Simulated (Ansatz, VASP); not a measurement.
## One calculation of CaB6, two programs

```xyz
7
Lattice="4.1770 0.0000 0.0000 0.0000 4.1770 0.0000 0.0000 0.0000 4.1770" Properties=species:S:1:pos:R:3 pbc="T T T"
Ca    2.0885    2.0885    2.0885
B     0.0000    0.0000    1.2456
B     0.0000    0.0000    2.9314
B     1.2456    0.0000    0.0000
B     2.9314    0.0000    0.0000
B     0.0000    1.2456    0.0000
B     0.0000    2.9314    0.0000
```

Alike in both runs: task single point; functional r2SCAN; k mesh 6 × 6 × 6; occupations fermi-dirac, width 0.02 eV; no spin polarisation.

|  | VASP | Ansatz |
| --- | --- | --- |
| version | VASP 6.6.1 | Ansatz 0.2.0 |
| potentials or method | VASP PAW PBE potentials, release 64 (Ca_sv, B) | plane waves, PAW |
| plane-wave cutoff (eV) | 520 | 500 |
| valence electrons in the cell | 28 | 28 |

Ansatz gave:

```
pressure (GPa)                     : -4.5
rms of the force components (eV/Å) : 0.085
```

Task: Which values does VASP return?

Result: Pressure (GPa): -4.2; rms of the force components (eV/Å): 0.075.

VASP's potentials were made for PBE, not for r2SCAN. Atom by atom the forces differ by 0.010 eV/Å (rms over components). With one functional, cell and mesh, what is left measures potentials, basis and numerics.
